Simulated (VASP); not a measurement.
Write the native input for VASP 6.6.1 that does the following.

* Task: single point
* Functional: PBEsol
* Potentials or basis: VASP PAW PBE potentials, release 64 (Pt)
* Cutoff: 500 eV
* k mesh: 10 × 10 × 10
* Occupations: fermi-dirac, width 0.1 eV
* Spin: no spin polarisation
* Dipole correction: no
* Further INCAR settings: ALGO = Normal; EDIFF = 1e-06; NBANDS = 11

The structure of Pt lies in POSCAR:

```
Pt
1.0
    0.0000000000      1.9062196927      1.9062196927
    1.9062196927      0.0000000000      1.9062196927
    1.9062196927      1.9062196927      0.0000000000
Pt
1
Direct
    0.0000000000      0.0000000000      0.0000000000
```

One way to write it, as run:

INCAR

```
PREC = Accurate ; ENCUT = 500
EDIFF = 1E-6 ; ISMEAR = -1
SIGMA = 0.1 ; LREAL = False
LASPH = True ; NELM = 120
ALGO = Normal ; ISIF = 2
LWAVE = False ; LCHARG = True
GGA = PS ; LELF = True
LVHAR = True ; NBANDS = 11
GGA_COMPAT = False
```

KPOINTS

```
regular mesh
0
Gamma
  10 10 10
```

Potentials or basis: VASP PAW PBE potentials, release 64 (Pt).

Launch:

```console
$ cat potpaw_PBE.64/Pt/POTCAR > POTCAR
$ mpirun -np 1 vasp_std > vasp.out
```

Results of the run:

The pressure is 29.7 GPa. The band gap on the k mesh is zero (bands 5 and 6 overlap by 2.56 eV).

Caveat: the cell stands under pressure; the PAW data sets were made with another functional, which shifts forces and pressure a little; spin-orbit coupling is left out, which moves the levels of the heavy elements.

Run time: 4.8 s on 1 thread of Intel(R) Xeon(R) Platinum 8375C CPU @ 2.90GHz (Ice Lake) (shared host), peak memory 0.13 GiB.
